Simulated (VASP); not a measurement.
# Mo6C in VASP: relaxation of the atoms with PBEsol

Aim: the relaxation of the atoms of Mo6C with PBEsol.

All numbers are computed with VASP 6.6.1; they aren't measurements. Logs are shortened: lines on timing, memory, paths and dates and some standing lists are left out, and cuts for length are marked.

## 1. The cell of the first run

The cell holds a slab with vacuum, 7 atoms: a = 4.426 Å, b = 4.426 Å, c = 19.725 Å, α = 90.00°, β = 90.00°, γ = 120.00°.

## 2. Relaxation of the atoms, PBEsol

INCAR

```
  PREC = Accurate
  ENCUT = 520
  EDIFF = 1E-6
  ISMEAR = 0
  SIGMA = 0.1
  LREAL = False
  LASPH = True
  NELM = 100
  ALGO = Fast
  ISIF = 2
  LWAVE = False
  LCHARG = False
  LDIPOL = True
  IDIPOL = 3
  DIPOL = 0.5 0.5 0.334
  GGA = PS
  IBRION = 2
  NSW = 36
  EDIFFG = -0.025
  KPAR = 4
```

KPOINTS

```
regular mesh
0
Gamma
  6 6 1
```

POSCAR

```
Mo6C
1.0
    4.4256825775      0.0000000000      0.0000000000
   -2.2128412887      3.8327535412      0.0000000000
    0.0000000000      0.0000000000     19.7247696083
Mo C
6 1
Selective dynamics
Direct
    0.6666666667      0.3333333333      0.2027907083  F F F
    0.3333333333      0.6666666667      0.2485904155  F F F
    0.0000000000      0.0000000000      0.2943901228  F F F
    0.6666666667      0.3333333333      0.3368101117  F F F
    0.3333333333      0.6666666667      0.3772266205  F F F
    0.0000000000      0.0000000000      0.4169767136  F F F
    0.4444444444      0.8888888889      0.4605767159  F F T
```

Potentials or basis: VASP PAW PBE potentials, release 64 (Mo_sv, C).

Command:

```bash
$ cat potpaw_PBE.64/Mo_sv/POTCAR potpaw_PBE.64/C/POTCAR > POTCAR
$ mpirun -np 4 vasp_std > vasp.out
```

OUTCAR:

```text
PREC = Accurate
   ENCUT = 520
   EDIFF = 1E-6
   ISMEAR = 0
   LREAL = False
   LASPH = True
   NELM = 100
   ISIF = 2
   GGA = PS
   IBRION = 2
   NSW = 36
   EDIFFG = -0.025

 ion  position               nearest neighbor table
   1  0.667  0.333  0.203-   4 2.64   2 2.71   2 2.71   2 2.71   3 3.13   3 3.13   3 3.13
   2  0.333  0.667  0.249-   5 2.54   1 2.71   1 2.71   3 2.71   1 2.71   3 2.71   3 2.71   4 3.09
                             4 3.09   4 3.09
   3  0.000  0.000  0.294-   6 2.42   4 2.69   4 2.69   4 2.69   2 2.71   2 2.71   2 2.71   5 3.03
                             5 3.03   5 3.03   1 3.13   1 3.13   1 3.13
   4  0.667  0.333  0.337-   1 2.64   5 2.68   5 2.68   5 2.68   3 2.69   3 2.69   3 2.69   6 3.00
                             6 3.00   6 3.00   2 3.09   2 3.09   2 3.09
   5  0.333  0.667  0.377-   7 1.85   2 2.54   6 2.67   6 2.67   6 2.67   4 2.68   4 2.68   4 2.68
                             3 3.03   3 3.03   3 3.03
   6  0.000  0.000  0.417-   7 2.41   7 2.41   3 2.42   5 2.67   5 2.67   5 2.67   4 3.00   4 3.00
                             4 3.00
   7  0.444  0.889  0.461-   5 1.85   6 2.41   6 2.41

  LATTYP: Found a hexagonal cell.
 ALAT       =     4.4256825775
 C/A-ratio  =     4.4568875564

  Lattice vectors:

 A1 = (   4.4256825775,   0.0000000000,   0.0000000000)
 A2 = (  -2.2128412887,   3.8327535412,   0.0000000000)
 A3 = (   0.0000000000,   0.0000000000,  19.7247696083)

Analysis of symmetry for initial positions (statically):
=====================================================================
 Subroutine PRICEL returns:
 Original cell was already a primitive cell.

 Routine SETGRP: Setting up the symmetry group for a
 hexagonal supercell.

 Subroutine GETGRP returns: Found  2 space group operations
 (whereof  2 operations were pure point group operations)
 out of a pool of 24 trial point group operations.

The static configuration has the point symmetry C_1h.

Analysis of symmetry for dynamics (positions and initial velocities):
=====================================================================
 Subroutine PRICEL returns:
 Original cell was already a primitive cell.

 Routine SETGRP: Setting up the symmetry group for a
 hexagonal supercell.

 Subroutine GETGRP returns: Found  2 space group operations
 (whereof  2 operations were pure point group operations)
 out of a pool of 24 trial point group operations.

The dynamic configuration has the point symmetry C_1h.

Analysis of constrained symmetry for selective dynamics:
=====================================================================
 Subroutine PRICEL returns:
 Original cell was already a primitive cell.

 Routine SETGRP: Setting up the symmetry group for a
 hexagonal supercell.

 Subroutine GETGRP returns: Found  2 space group operations
 (whereof  2 operations were pure point group operations)
 out of a pool of 24 trial point group operations.

The constrained configuration has the point symmetry C_1h.

 Subroutine INISYM returns: Found  2 space group operations
 (whereof  2 operations are pure point group operations),
 and found     1 'primitive' translations

----------------------------------------------------------------------------------------

                                     Primitive cell

  volume of cell :     334.5824

  direct lattice vectors                    reciprocal lattice vectors
     4.425682577  0.000000000  0.000000000     0.225953846  0.130454514  0.000000000
    -2.212841289  3.832753541  0.000000000     0.000000000  0.260909028  0.000000000
     0.000000000  0.000000000 19.724769608     0.000000000  0.000000000  0.050697677

  length of vectors
     4.425682577  4.425682577 19.724769608     0.260909028  0.260909028  0.050697677
[... 103 lines left out ...]
   LORBIT       =      0    0 simple, 1 ext, 2 COOP (PROOUT), +10 PAW based schemes
   GGA     = PS    functional components
   LHFCALC =     F    Hartree Fock is set to
   AEXX    =    0.0000 exact exchange contribution
   IVDW    =     0    specifies the selected vdW correction
   LEPSILON=     F    determine dielectric tensor
   LRPA    =     F    only Hartree local field effects (RPA)
 conjugate gradient relaxation of ions
 non-spin polarized calculation
 RMM-DIIS sequential band-by-band and
 Gauss-broadening in eV      SIGMA  =   0.10
  energy-cutoff  :      520.00
  volume of cell :      334.58
 maximum number of plane-waves:      9055
 NGX is ok and might be reduce to    36
   NGX = 17   NGY = 17   NGZ = 73

 dipolmoment           0.000000      0.000000     -0.779117 electrons x Angstroem

--------------------------------------- Ionic step        1  -------------------------------------------

 number of electron      88.0000013 magnetization

 Free energy of the ion-electron system (eV)
  ---------------------------------------------------
  ext. energy  EPLUGINS =         0.00000000
  ---------------------------------------------------
  free energy    TOTEN  =       -71.19671601 eV

  energy without entropy =      -71.16247165  energy(sigma->0) =      -71.17959383

------------------------ aborting loop because EDIFF is reached ----------------------------------------

  FORCE on cell =-STRESS in cart. coord.  units (eV):
  Direction    XX          YY          ZZ          XY          YZ          ZX
  --------------------------------------------------------------------------------------
  -------------------------------------------------------------------------------------
  Total       -7.4005568     -2.6333335      1.9621050     -0.0000000      3.2510016      0.0000000
  in kB      -35.4382185    -12.6099496      9.3957127     -0.0000000     15.5677077      0.0000000
  external PRESSURE =     -12.8841518 kB  Pullay stress =       0.0000000 kB

 VOLUME and BASIS-vectors are now :
 -----------------------------------------------------------------------------
  energy-cutoff  :      520.00
  volume of cell :      334.58
      direct lattice vectors                 reciprocal lattice vectors
     4.425682577  0.000000000  0.000000000     0.225953846  0.130454514  0.000000000
    -2.212841289  3.832753541  0.000000000     0.000000000  0.260909028  0.000000000
     0.000000000  0.000000000 19.724769608     0.000000000  0.000000000  0.050697677

 POSITION                                       TOTAL-FORCE (eV/Angst)
 -----------------------------------------------------------------------------------
      2.21284      1.27758      4.00000        -0.000000     -0.291051      2.262253
     -0.00000      2.55517      4.90339         0.000000      0.225471     -1.848941
      0.00000      0.00000      5.80678        -0.000000     -0.286460     -1.384056
      2.21284      1.27758      6.64350         0.000000      0.539791     -0.987135
     -0.00000      2.55517      7.44071        -0.000000     -1.493692     -0.855166
      0.00000      0.00000      8.22477        -0.000000     -0.740434      3.004974
     -0.00000      3.40689      9.08477         0.000000      2.046374     -0.191928
 -----------------------------------------------------------------------------------
    total drift:                               -0.000000     -0.000107      0.000379

  FREE ENERGIE OF THE ION-ELECTRON SYSTEM (eV)
  ---------------------------------------------------
  free  energy   TOTEN  =       -71.1967160145 eV

  energy  without entropy=      -71.1624716456  energy(sigma->0) =      -71.17959383

--------------------------------------- Ionic step        2  -------------------------------------------

 number of electron      88.0000012 magnetization

 dipolmoment           0.000000      0.000000      0.178389 electrons x Angstroem

 Free energy of the ion-electron system (eV)
  ---------------------------------------------------
  ext. energy  EPLUGINS =         0.00000000
  ---------------------------------------------------
  free energy    TOTEN  =       -71.19762432 eV

  energy without entropy =      -71.16341180  energy(sigma->0) =      -71.18051806

 E-fermi :   0.2368     XC(G=0):  -5.0769

 val. band max:        0.2314878685   @ k =   0.3333   0.3333   0.0000
 cond. band min:       0.2494752637   @ k =   0.1667   0.1667   0.0000
 fundamental gap:      0.0179873952
 Fermi energy:         0.2368117495

 k-point     1 :       0.0000    0.0000    0.0000
  band No.  band energies     occupation
      1     -60.7697      2.00000
      2     -60.5366      2.00000
      3     -60.4669      2.00000
      4     -60.4285      2.00000
      5     -60.3146      2.00000
      6     -60.1861      2.00000
[... 704 lines left out ...]
     51       1.6201      0.00000
     52       1.7442      0.00000

------------------------ aborting loop because EDIFF is reached ----------------------------------------

 vacuum level on the upper side and lower side of the slab       (xc-potential included)         0.922        -0.930

  FORCE on cell =-STRESS in cart. coord.  units (eV):
  Direction    XX          YY          ZZ          XY          YZ          ZX
  --------------------------------------------------------------------------------------
  -------------------------------------------------------------------------------------
  Total       -7.3310146     -2.5077109      2.2873808     -0.0000000      3.3986547      0.0000000
  in kB      -35.1052096    -12.0083947     10.9533245     -0.0000000     16.2747578      0.0000000
  external PRESSURE =     -12.0534266 kB  Pullay stress =       0.0000000 kB

 VOLUME and BASIS-vectors are now :
 -----------------------------------------------------------------------------
  energy-cutoff  :      520.00
  volume of cell :      334.58
      direct lattice vectors                 reciprocal lattice vectors
     4.425682577  0.000000000  0.000000000     0.225953846  0.130454514  0.000000000
    -2.212841289  3.832753541  0.000000000     0.000000000  0.260909028  0.000000000
     0.000000000  0.000000000 19.724769608     0.000000000  0.000000000  0.050697677

 POSITION                                       TOTAL-FORCE (eV/Angst)
 -----------------------------------------------------------------------------------
      2.21284      1.27758      4.00000        -0.000000     -0.294004      2.266278
     -0.00000      2.55517      4.90339         0.000000      0.225786     -1.861479
      0.00000      0.00000      5.80678        -0.000000     -0.285699     -1.382511
      2.21284      1.27758      6.64350         0.000000      0.537326     -0.989460
     -0.00000      2.55517      7.44071        -0.000000     -1.585584     -1.020238
      0.00000      0.00000      8.22477        -0.000000     -0.738875      2.990455
     -0.00000      3.40689      9.07551         0.000000      2.141049     -0.003045
 -----------------------------------------------------------------------------------
    total drift:                               -0.000000     -0.000076     -0.000063

  FREE ENERGIE OF THE ION-ELECTRON SYSTEM (eV)
  ---------------------------------------------------
  free  energy   TOTEN  =       -71.1976243201 eV

  energy  without entropy=      -71.1634118040  energy(sigma->0) =      -71.18051806

 reached required accuracy - stopping structural energy minimisation

 vacuum level on the upper side and lower side of the slab         6.044         4.142
```

It took 6.9 min on 4 MPI ranks of Oxide Virtual Turin-like, shared host; peak memory 0.54 GiB.

What came out:

- Free energy: -71.1976 eV
- Energy gained by relaxing: 0.1 meV/atom
- Ionic steps: 2
- Band gap on the k mesh: zero (bands 44 and 45 overlap by 0.28 eV)

The path:
```tsv
step	energy change (eV)	largest force on free atoms (eV/Å)	pressure (GPa)
1	0.0000	0.1919	-1.29
2	-0.0009	0.0030	-1.21
```

Final structure:
```
Mo C
1.0
     4.42568    0.00000    0.00000
    -2.21284    3.83275    0.00000
     0.00000    0.00000   19.72477
Mo C
6 1
Direct
  0.66667 0.33333 0.20279
  0.33333 0.66667 0.24859
  0.00000 0.00000 0.29439
  0.66667 0.33333 0.33681
  0.33333 0.66667 0.37723
  0.00000 0.00000 0.41698
  0.44444 0.88889 0.46011
```

Caveat: the PAW data sets were made with another functional, which shifts forces and pressure a little.
